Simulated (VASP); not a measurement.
# Sn (Pm-3m) in VASP: notebook

Sn is run at these levels: PBE; tasks: single point.

All numbers are computed with VASP 6.6.1; they aren't measurements. Logs are shortened: lines on timing, memory, paths and dates and some standing lists are left out, and cuts for length are marked.

### 1 The cell of the first run

The structure is cubic, space group Pm-3m (No. 221). The conventional cell has a = 3.124 Å, b = 3.124 Å, c = 3.124 Å, α = 90.00°, β = 90.00°, γ = 90.00°. Within 4.1 Å of Sn (site symmetry m-3m) lie 6 Sn at 3.12 Å.

This isn't the form of Sn at room conditions, which is tetragonal (white tin).

### 2 Single point, PBE (30.50 Å³/atom)

Input file INCAR:

```
  PREC = Accurate
  ENCUT = 520
  EDIFF = 1E-6
  ISMEAR = -1
  SIGMA = 0.1
  LREAL = False
  LASPH = True
  NELM = 60
  ALGO = Normal
  ISIF = 2
  LWAVE = False
  LCHARG = False
  GGA = PE
  NBANDS = 13
```

Input file KPOINTS:

```
regular mesh
0
Gamma
  17 17 17
```

Input file POSCAR:

```
Sn
1.0
    3.1243143680      0.0000000000      0.0000000000
    0.0000000000      3.1243143680      0.0000000000
    0.0000000000      0.0000000000      3.1243143680
Sn
1
Direct
    0.0000000000      0.0000000000      0.0000000000
```

Potentials or basis: VASP PAW PBE potentials, release 64 (Sn_d).

Run with:

```bash
> cat potpaw_PBE.64/Sn_d/POTCAR > POTCAR
> mpirun -np 1 vasp_std > vasp.out
```

OUTCAR:

```text
PREC = Accurate
   ENCUT = 520
   EDIFF = 1E-6
   ISMEAR = -1
   LREAL = False
   LASPH = True
   NELM = 60
   ISIF = 2
   GGA = PE

 ion  position               nearest neighbor table
   1  0.000  0.000  0.000-

  LATTYP: Found a simple cubic cell.
 ALAT       =     3.1243143680

  Lattice vectors:

 A1 = (   3.1243143680,   0.0000000000,   0.0000000000)
 A2 = (   0.0000000000,   3.1243143680,   0.0000000000)
 A3 = (   0.0000000000,   0.0000000000,   3.1243143680)

Analysis of symmetry for initial positions (statically):
=====================================================================
 Subroutine PRICEL returns:
 Original cell was already a primitive cell.

 Routine SETGRP: Setting up the symmetry group for a
 simple cubic supercell.

 Subroutine GETGRP returns: Found 48 space group operations
 (whereof 48 operations were pure point group operations)
 out of a pool of 48 trial point group operations.

The static configuration has the point symmetry O_h .

Analysis of symmetry for dynamics (positions and initial velocities):
=====================================================================
 Subroutine PRICEL returns:
 Original cell was already a primitive cell.

 Routine SETGRP: Setting up the symmetry group for a
 simple cubic supercell.

 Subroutine GETGRP returns: Found 48 space group operations
 (whereof 48 operations were pure point group operations)
 out of a pool of 48 trial point group operations.

The dynamic configuration has the point symmetry O_h .

 Subroutine INISYM returns: Found 48 space group operations
 (whereof 48 operations are pure point group operations),
 and found     1 'primitive' translations

----------------------------------------------------------------------------------------

                                     Primitive cell

  volume of cell :      30.4975

  direct lattice vectors                    reciprocal lattice vectors
     3.124314368  0.000000000  0.000000000     0.320070224  0.000000000  0.000000000
     0.000000000  3.124314368  0.000000000     0.000000000  0.320070224  0.000000000
     0.000000000  0.000000000  3.124314368     0.000000000  0.000000000  0.320070224

  length of vectors
[... 82 lines left out ...]
   EDIFFG = 0.1E-04   stopping-criterion for IOM
   NSW    =      0    number of steps for IOM
   IBRION =     -1    ionic relax: 0-MD 1-quasi-New 2-CG
   NFREE  =      0    steps in history (QN), initial steepest desc. (CG)
   ISIF   =      2    stress and relaxation
   ISYM   =      2    0-nonsym 1-usesym 2-fastsym
   POTIM  = 0.5000    time-step for ionic-motion
   TEBEG  =    0.0;   TEEND  =   0.0 temperature during run
   PSTRESS=    0.0 pullay stress
   NELECT =      14.0000    total number of electrons
   NUPDOWN=      -1.0000    fix difference up-down
   EMIN   =  10.00;   EMAX   =-10.00  energy-range for DOS
   EFERMI =   0.00;   METHOD = LEGACY
   ISMEAR =    -1;   SIGMA  =   0.10  broadening in eV -4-tet -1-fermi 0-gaus
   EFERMI_NEDOS =   21; number of points for ismear=-14 and -15
   IALGO  =     38    algorithm
   IMIX   =      4    mixing-type and parameters
     AMIX     =   0.40;   BMIX     =  1.00
     AMIX_MAG =   1.60;   BMIX_MAG =  1.00
  volume/ion in A,a.u.               =      30.50       205.81
  Fermi-wavevector in a.u.,A,eV,Ry     =   1.262882  2.386501 21.699538  1.594871
  Thomas-Fermi vector in A             =   2.396267
   LORBIT       =      0    0 simple, 1 ext, 2 COOP (PROOUT), +10 PAW based schemes
   GGA     = PE    functional components
   LHFCALC =     F    Hartree Fock is set to
   AEXX    =    0.0000 exact exchange contribution
   IVDW    =     0    specifies the selected vdW correction
   LEPSILON=     F    determine dielectric tensor
   LRPA    =     F    only Hartree local field effects (RPA)
 non-spin polarized calculation
  energy-cutoff  :      520.00
  volume of cell :       30.50
 maximum number of plane-waves:       840
 NGX is ok and might be reduce to    24
   NGX = 11   NGY = 11   NGZ = 11

 number of electron      13.9999984 magnetization

 Free energy of the ion-electron system (eV)
  ---------------------------------------------------
  ext. energy  EPLUGINS =         0.00000000
  ---------------------------------------------------
  free energy    TOTEN  =        -3.77705721 eV

  energy without entropy =       -3.75687713  energy(sigma->0) =       -3.76696717

 E-fermi :   6.5361     XC(G=0):  -9.7196

 val. band max:        6.5206721414   @ k =   0.3529   0.3529   0.2941
 cond. band min:       6.5384758883   @ k =   0.2353   0.0000   0.0000
 fundamental gap:      0.0178037469
 Fermi energy:         6.5360694732

 k-point     1 :       0.0000    0.0000    0.0000
  band No.  band energies     occupation
      1     -14.9920      2.00000
      2     -14.9920      2.00000
      3     -14.6676      2.00000
      4     -14.6676      2.00000
      5     -14.6676      2.00000
      6      -3.8267      2.00000
      7      11.6600      0.00000
      8      11.6600      0.00000
      9      11.6600      0.00000
     10      14.9739      0.00000
     11      14.9739      0.00000
     12      16.1015      0.00000
     13      26.2163      0.00000
[... 354 lines left out ...]
  band No.  band energies     occupation
      1     -14.9522      2.00000
      2     -14.7658      2.00000
      3     -14.7495      2.00000
      4     -14.7180      2.00000
      5     -14.6715      2.00000
      6      -0.8826      2.00000
      7       2.5565      2.00000
      8      11.9678      0.00000
      9      14.2229      0.00000
     10      15.7060      0.00000
     11      18.1340      0.00000
     12      18.8295      0.00000
     13      19.8664      0.00000

 [... further k-points ...]

------------------------ aborting loop because EDIFF is reached ----------------------------------------

  FORCE on cell =-STRESS in cart. coord.  units (eV):
  Direction    XX          YY          ZZ          XY          YZ          ZX
  --------------------------------------------------------------------------------------
  -------------------------------------------------------------------------------------
  Total       -0.2660944     -0.2660944     -0.2660944     -0.0000000      0.0000000      0.0000000
  in kB      -13.9791956    -13.9791956    -13.9791956     -0.0000000      0.0000000      0.0000000
  external PRESSURE =     -13.9791956 kB  Pullay stress =       0.0000000 kB

 VOLUME and BASIS-vectors are now :
 -----------------------------------------------------------------------------
  energy-cutoff  :      520.00
  volume of cell :       30.50
      direct lattice vectors                 reciprocal lattice vectors
     3.124314368  0.000000000  0.000000000     0.320070224  0.000000000  0.000000000
     0.000000000  3.124314368  0.000000000     0.000000000  0.320070224  0.000000000
     0.000000000  0.000000000  3.124314368     0.000000000  0.000000000  0.320070224

 POSITION                                       TOTAL-FORCE (eV/Angst)
 -----------------------------------------------------------------------------------
      0.00000      0.00000      0.00000         0.000000      0.000000      0.000000
 -----------------------------------------------------------------------------------
    total drift:                                0.000000     -0.000000      0.000000

  FREE ENERGIE OF THE ION-ELECTRON SYSTEM (eV)
  ---------------------------------------------------
  free  energy   TOTEN  =        -3.7770572110 eV

  energy  without entropy=       -3.7568771324  energy(sigma->0) =       -3.76696717
```

OSZICAR:

```text
N       E                     dE             d eps       ncg     rms          rms(c)
DAV:   1     0.809048637155E+02    0.80905E+02   -0.72057E+03  4411   0.154E+03
DAV:   2     0.213654217141E+01   -0.78768E+02   -0.76355E+02  4595   0.334E+02
DAV:   3    -0.365006408509E+01   -0.57866E+01   -0.57699E+01  5050   0.748E+01
DAV:   4    -0.377648332494E+01   -0.12642E+00   -0.12640E+00  5107   0.119E+01
DAV:   5    -0.378105096613E+01   -0.45676E-02   -0.45675E-02  5571   0.220E+00    0.145E+00
DAV:   6    -0.377674995488E+01    0.43010E-02   -0.10305E-02  5378   0.173E+00    0.821E-01
DAV:   7    -0.377696207614E+01   -0.21212E-03   -0.72431E-03  5320   0.143E+00    0.111E-01
DAV:   8    -0.377706084163E+01   -0.98765E-04   -0.97428E-04  5205   0.493E-01    0.318E-02
DAV:   9    -0.377705719241E+01    0.36492E-05   -0.25882E-05  5759   0.645E-02    0.190E-02
DAV:  10    -0.377705721098E+01   -0.18570E-07   -0.72124E-06  4710   0.355E-02
   1 F= -.37770572E+01 E0= -.37669672E+01  d E =-.201801E-01
```

stdout:

```text
POSCAR found type information on POSCAR Sn
 POSCAR found :  1 types and       1 ions
 scaLAPACK will be used
 LDA part: xc-table for (Slater+PW92), standard interpolation
 POSCAR, INCAR and KPOINTS ok, starting setup
 FFT: planning ... GRIDC
 FFT: planning ... GRID_SOFT
 FFT: planning ... GRID
 WAVECAR not read
 entering main loop
```

Run time: 44 s. Hardware: 1 thread of Intel Xeon 8259CL, shared host; peak memory 0.18 GiB.

What came out:

| Property | Result |
| --- | --- |
| Free energy | -3.7771 eV |
| Pressure | -1.4 GPa |
| Band gap on the k mesh | zero (bands 7 and 8 overlap by 7.01 eV) |

Caveat: spin-orbit coupling is left out, which moves the levels of the heavy elements.

### 3 Single point, PBE (31.67 Å³/atom)

This run uses another cell than the first one, of 31.67 Å³/atom.

Input file INCAR:

```
SYSTEM = Sn
ALGO = Normal ; EDIFF = 1E-6
ENCUT = 520 ; GGA = PE
ISIF = 2 ; ISMEAR = -1
LASPH = .True. ; LCHARG = .True.
LELF = .True. ; LREAL = .False.
LVHAR = .True. ; LWAVE = .False.
NBANDS = 13 ; NELM = 80
PREC = Accurate ; SIGMA = 0.1
```

Input file KPOINTS:

```
k-points
0
Gamma
  17 17 17
  0 0 0
```

Input file POSCAR:

```
Sn
1.0
    3.1638668499      0.0000000000      0.0000000000
    0.0000000000      3.1638668499      0.0000000000
    0.0000000000      0.0000000000      3.1638668499
Sn
1
Direct
    0.0000000000      0.0000000000      0.0000000000
```

Potentials or basis: VASP PAW PBE potentials, release 64 (Sn_d).

Run with:

```bash
> cat potpaw_PBE.64/Sn_d/POTCAR > POTCAR
> mpirun -np 1 vasp_std > vasp.out
```

Run time: 54 s. Hardware: 1 thread of Intel Xeon 8259CL, shared host; peak memory 0.18 GiB.

The run converged. Its results:

- Free energy: -3.7617 eV
- Pressure: -2.8 GPa
- Band gap on the k mesh: zero (bands 7 and 8 overlap by 6.78 eV)

Levels at points of the mesh, in eV from the Fermi level:
| k point | band 4 | band 5 | band 6 | band 7 | band 8 | band 9 | band 10 | band 11 |
| --- | --- | --- | --- | --- | --- | --- | --- | --- |
| (0.00, 0.00, 0.00) | -21.20 | -21.20 | -10.12 | 4.98 | 4.98 | 4.98 | 8.30 | 8.30 |

Caveat: spin-orbit coupling is left out, which moves the levels of the heavy elements.

### 4 Single point, PBE (32.84 Å³/atom)

This run uses another cell than the first one, of 32.84 Å³/atom.

Input file INCAR:

```
SYSTEM = Sn
ALGO = Normal
EDIFF = 1E-6
ENCUT = 520
GGA = PE
ISIF = 2
ISMEAR = -1
LASPH = .True.
LCHARG = .False.
LREAL = .False.
LWAVE = .False.
NBANDS = 13
NELM = 60
PREC = Accurate
SIGMA = 0.1
```

KPOINTS is that of step 3.

Input file POSCAR:

```
Sn
1.0
    3.2024543950      0.0000000000      0.0000000000
    0.0000000000      3.2024543950      0.0000000000
    0.0000000000      0.0000000000      3.2024543950
Sn
1
Direct
    0.0000000000      0.0000000000      0.0000000000
```

Run with:

```bash
> cat potpaw_PBE.64/Sn_d/POTCAR > POTCAR
> mpirun -np 1 vasp_std > vasp.out
```

Wall time 52 s (1 thread of Intel Xeon 8259CL, shared host); peak memory 0.18 GiB.

The run converged. Its results:

```yaml
Free_energy: -3.7375 eV
Pressure: -3.8 GPa
Band_gap_on_the_k_mesh: zero (bands 7 and 8 overlap by 6.56 eV)
```

Levels at points of the mesh, in eV from the Fermi level:
| k point | band 3 | band 4 | band 5 | band 6 | band 7 | band 8 | band 9 | band 10 | band 11 | band 12 |
| --- | --- | --- | --- | --- | --- | --- | --- | --- | --- | --- |
| (0.00, 0.00, 0.00) | -21.21 | -21.21 | -21.21 | -9.91 | 4.83 | 4.83 | 4.83 | 8.17 | 8.17 | 9.01 |

Caveat: the cell stands under tension; spin-orbit coupling is left out, which moves the levels of the heavy elements.

### 5 Summary

```csv
cell,gap on the mesh (eV),pressure (GPa)
"a = 3.124 Å, 1 atom",none,-1.4
"a = 3.164 Å, 1 atom",none,-2.8
"a = 3.202 Å, 1 atom",none,-3.8
```

Alike in all rows: task single point; level PBE; potentials or basis VASP PAW PBE potentials, release 64 (Sn_d); no spin polarisation; k mesh 17 × 17 × 17; cutoff (eV) 520; smearing fermi-dirac 0.1 eV.

Caveats: spin-orbit coupling is left out, which moves the levels of the heavy elements; the cell stands under tension (at least some runs).

Absolute energies hang on the potentials; compare differences alone.
